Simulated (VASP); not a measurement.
# SrO (pbe) (Fm-3m) in VASP: a series of runs

SrO (pbe) is run at these levels: PBE; tasks: single point.

Everything below comes from runs of VASP 6.6.1. Logs are shortened: lines on timing, memory, paths and dates and some standing lists are left out, and cuts for length are marked.

### Step 1. The cell of the first run

Symmetry: Fm-3m, No. 225, cubic system. The conventional cell has a = 5.161 Å, b = 5.161 Å, c = 5.161 Å, α = 90.00°, β = 90.00°, γ = 90.00°. Within 3.4 Å of Sr (site symmetry m-3m) lie 6 O at 2.58 Å. Within 3.4 Å of O (site symmetry m-3m) lie 6 Sr at 2.58 Å.

### Step 2. Single point, PBE

INCAR

```
PREC = Accurate
ENCUT = 600
EDIFF = 1E-6
ISMEAR = 0
SIGMA = 0.1
LREAL = F
LASPH = T
NELM = 120
ALGO = Normal
ISIF = 2
LWAVE = F
LCHARG = F
GGA = PE
NBANDS = 15
GGA_COMPAT = F
```

KPOINTS

```
Automatic mesh
0
Gamma
  6 6 6
```

POSCAR

```
SrO
1.0
    0.0000000000      2.5806600000      2.5806600000
    2.5806600000      0.0000000000      2.5806600000
    2.5806600000      2.5806600000      0.0000000000
Sr O
1 1
Direct
    0.0000000000      0.0000000000      0.0000000000
    0.5000000000      0.5000000000      0.5000000000
```

Potentials or basis: VASP PAW PBE potentials, release 64 (Sr_sv, O).

Run with:

```sh
$ cat potpaw_PBE.64/Sr_sv/POTCAR potpaw_PBE.64/O/POTCAR > POTCAR
$ mpirun -np 1 vasp_std > vasp.out
```

OUTCAR:

```text
PREC = Accurate
   ENCUT = 600
   EDIFF = 1E-6
   ISMEAR = 0
   LREAL = F
   LASPH = T
   NELM = 120
   ISIF = 2
   GGA = PE

 ion  position               nearest neighbor table
   1  0.000  0.000  0.000-   2 2.58   2 2.58   2 2.58   2 2.58   2 2.58   2 2.58
   2  0.500  0.500  0.500-   1 2.58   1 2.58   1 2.58   1 2.58   1 2.58   1 2.58

  LATTYP: Found a face centered cubic cell.
 ALAT       =     5.1613200000

  Lattice vectors:

 A1 = (   0.0000000000,   2.5806600000,   2.5806600000)
 A2 = (   2.5806600000,   0.0000000000,   2.5806600000)
 A3 = (   2.5806600000,   2.5806600000,   0.0000000000)

Analysis of symmetry for initial positions (statically):
=====================================================================
 Subroutine PRICEL returns:
 Original cell was already a primitive cell.

 Routine SETGRP: Setting up the symmetry group for a
 face centered cubic supercell.

 Subroutine GETGRP returns: Found 48 space group operations
 (whereof 48 operations were pure point group operations)
 out of a pool of 48 trial point group operations.

The static configuration has the point symmetry O_h .

Analysis of symmetry for dynamics (positions and initial velocities):
=====================================================================
 Subroutine PRICEL returns:
 Original cell was already a primitive cell.

 Routine SETGRP: Setting up the symmetry group for a
 face centered cubic supercell.

 Subroutine GETGRP returns: Found 48 space group operations
 (whereof 48 operations were pure point group operations)
 out of a pool of 48 trial point group operations.

The dynamic configuration has the point symmetry O_h .

 Subroutine INISYM returns: Found 48 space group operations
 (whereof 48 operations are pure point group operations),
 and found     1 'primitive' translations

----------------------------------------------------------------------------------------

                                     Primitive cell

  volume of cell :      34.3734

  direct lattice vectors                    reciprocal lattice vectors
     0.000000000  2.580660000  2.580660000    -0.193748886  0.193748886  0.193748886
     2.580660000  0.000000000  2.580660000     0.193748886 -0.193748886  0.193748886
     2.580660000  2.580660000  0.000000000     0.193748886  0.193748886 -0.193748886

  length of vectors
     3.649604372  3.649604372  3.649604372     0.335582914  0.335582914  0.335582914
[... 80 lines left out ...]
   POTIM  = 0.5000    time-step for ionic-motion
   TEBEG  =    0.0;   TEEND  =   0.0 temperature during run
   PSTRESS=    0.0 pullay stress
   NELECT =      16.0000    total number of electrons
   NUPDOWN=      -1.0000    fix difference up-down
   EMIN   =  10.00;   EMAX   =-10.00  energy-range for DOS
   EFERMI =   0.00;   METHOD = LEGACY
   ISMEAR =     0;   SIGMA  =   0.10  broadening in eV -4-tet -1-fermi 0-gaus
   EFERMI_NEDOS =   21; number of points for ismear=-14 and -15
   IALGO  =     38    algorithm
   IMIX   =      4    mixing-type and parameters
     AMIX     =   0.40;   BMIX     =  1.00
     AMIX_MAG =   1.60;   BMIX_MAG =  1.00
  volume/ion in A,a.u.               =      17.19       115.98
  Fermi-wavevector in a.u.,A,eV,Ry     =   1.268744  2.397579 21.901456  1.609712
  Thomas-Fermi vector in A             =   2.401823
   LORBIT       =      0    0 simple, 1 ext, 2 COOP (PROOUT), +10 PAW based schemes
   GGA     = PE    functional components
   LHFCALC =     F    Hartree Fock is set to
   AEXX    =    0.0000 exact exchange contribution
   IVDW    =     0    specifies the selected vdW correction
   LEPSILON=     F    determine dielectric tensor
   LRPA    =     F    only Hartree local field effects (RPA)
 non-spin polarized calculation
 Gauss-broadening in eV      SIGMA  =   0.10
  energy-cutoff  :      600.00
  volume of cell :       34.37
 maximum number of plane-waves:      1167
 NGX is ok and might be reduce to    30
   NGX = 15   NGY = 15   NGZ = 15

 number of electron      15.9999998 magnetization

 Free energy of the ion-electron system (eV)
  ---------------------------------------------------
  ext. energy  EPLUGINS =         0.00000000
  ---------------------------------------------------
  free energy    TOTEN  =       -12.04994254 eV

  energy without entropy =      -12.04994254  energy(sigma->0) =      -12.04994254

 E-fermi :   2.0434     XC(G=0):  -9.9731

 val. band max:        1.6096296654   @ k =   0.0000   0.0000   0.0000
 cond. band min:       4.8814504750   @ k =   0.5000   0.5000   0.0000
 fundamental gap:      3.2718208096
 Fermi energy:         2.0433507752

 k-point     1 :       0.0000    0.0000    0.0000
  band No.  band energies     occupation
      1     -30.8185      2.00000
      2     -13.4663      2.00000
      3     -12.4679      2.00000
      4     -12.4679      2.00000
      5     -12.4679      2.00000
      6       1.6096      2.00000
      7       1.6096      2.00000
      8       1.6096      2.00000
      9       5.5133      0.00000
     10       7.7960      0.00000
     11       7.7960      0.00000
     12       7.7960      0.00000
     13       9.9380      0.00000
     14       9.9380      0.00000
[... 257 lines left out ...]
      2     -14.0238      2.00000
      3     -13.2550      2.00000
      4     -12.9700      2.00000
      5     -12.0585      2.00000
      6       0.7359      2.00000
      7       1.1337      2.00000
      8       1.2633      2.00000
      9       6.2446      0.00000
     10       9.1399      0.00000
     11       9.9842      0.00000
     12      12.5172      0.00000
     13      12.6225      0.00000
     14      14.4443      0.00000
     15      14.9743      0.00000

------------------------ aborting loop because EDIFF is reached ----------------------------------------

  FORCE on cell =-STRESS in cart. coord.  units (eV):
  Direction    XX          YY          ZZ          XY          YZ          ZX
  --------------------------------------------------------------------------------------
  -------------------------------------------------------------------------------------
  Total        0.4697193      0.4697193      0.4697193      0.0000000      0.0000000     -0.0000000
  in kB       21.8940761     21.8940761     21.8940761      0.0000000      0.0000000     -0.0000000
  external PRESSURE =      21.8940761 kB  Pullay stress =       0.0000000 kB

 VOLUME and BASIS-vectors are now :
 -----------------------------------------------------------------------------
  energy-cutoff  :      600.00
  volume of cell :       34.37
      direct lattice vectors                 reciprocal lattice vectors
     0.000000000  2.580660000  2.580660000    -0.193748886  0.193748886  0.193748886
     2.580660000  0.000000000  2.580660000     0.193748886 -0.193748886  0.193748886
     2.580660000  2.580660000  0.000000000     0.193748886  0.193748886 -0.193748886

 POSITION                                       TOTAL-FORCE (eV/Angst)
 -----------------------------------------------------------------------------------
      0.00000      0.00000      0.00000         0.000000      0.000000      0.000000
      2.58066      2.58066      2.58066         0.000000      0.000000     -0.000000
 -----------------------------------------------------------------------------------
    total drift:                                0.000000      0.000000      0.000000

  FREE ENERGIE OF THE ION-ELECTRON SYSTEM (eV)
  ---------------------------------------------------
  free  energy   TOTEN  =       -12.0499425420 eV

  energy  without entropy=      -12.0499425419  energy(sigma->0) =      -12.04994254
```

Run time: 20 s. Hardware: 1 thread of Intel Xeon Platinum 8375C at 2.90GHz (Ice Lake), shared host; peak memory 0.17 GiB.

Results:

```
Free energy            : -12.0499 eV
Pressure               : 2.2 GPa
Band gap on the k mesh : 3.27 eV, indirect (least direct gap 3.37 eV)
```

A k mesh can miss the band edges.

### Step 3. Single point, PBE

This run uses another cell than the first one, of 17.52 Å³/atom, 1.020 times its volume.

INCAR

```
SYSTEM = SrO
PREC = Accurate
ENCUT = 600
EDIFF = 1E-6
ISMEAR = 0
SIGMA = 0.02
LREAL = .FALSE.
LASPH = .TRUE.
NELM = 120
ALGO = Normal
ISIF = 2
LWAVE = .FALSE.
LCHARG = .TRUE.
GGA = PE
LELF = .TRUE.
LVHAR = .TRUE.
NBANDS = 15
GGA_COMPAT = .FALSE.
```

KPOINTS

```
Automatic mesh
0
G
  8 8 8
  0 0 0
```

POSCAR

```
SrO
1.0
    0.0000000000      2.5974675058      2.5974675058
    2.5974675058      0.0000000000      2.5974675058
    2.5974675058      2.5974675058      0.0000000000
Sr O
1 1
Direct
    0.0000000000      0.0000000000      0.0000000000
    0.5000000000      0.5000000000      0.5000000000
```

Potentials or basis: VASP PAW PBE potentials, release 64 (Sr_sv, O).

Run with:

```sh
$ cat potpaw_PBE.64/Sr_sv/POTCAR potpaw_PBE.64/O/POTCAR > POTCAR
$ mpirun -np 1 vasp_std > vasp.out
```

Wall time 29 s (1 thread of Intel Xeon Platinum 8375C at 2.90GHz (Ice Lake), shared host); peak memory 0.17 GiB.

Results (log left out):

* Free energy: -12.0563 eV
* Pressure: 0.4 GPa
* Band gap on the k mesh: 3.28 eV, indirect (least direct gap 3.39 eV)

Levels at points of the mesh, in eV from the valence-band top:
```
           k point  band 4  band 5  band 6  band 7  band 8  band 9  band 10  band 11  band 12  band 13
(0.00, 0.00, 0.00)  -14.17  -14.17    0.00    0.00    0.00    3.77     6.14     6.14     6.14     8.24
(0.50, 0.00, 0.00)  -14.24  -12.99   -2.11   -1.08   -1.08    6.42     8.21     8.67     8.67    11.62
(0.50, 0.50, 0.00)  -14.50  -14.50   -0.48   -0.11   -0.11    3.28     7.57     9.97    10.11    10.84
```
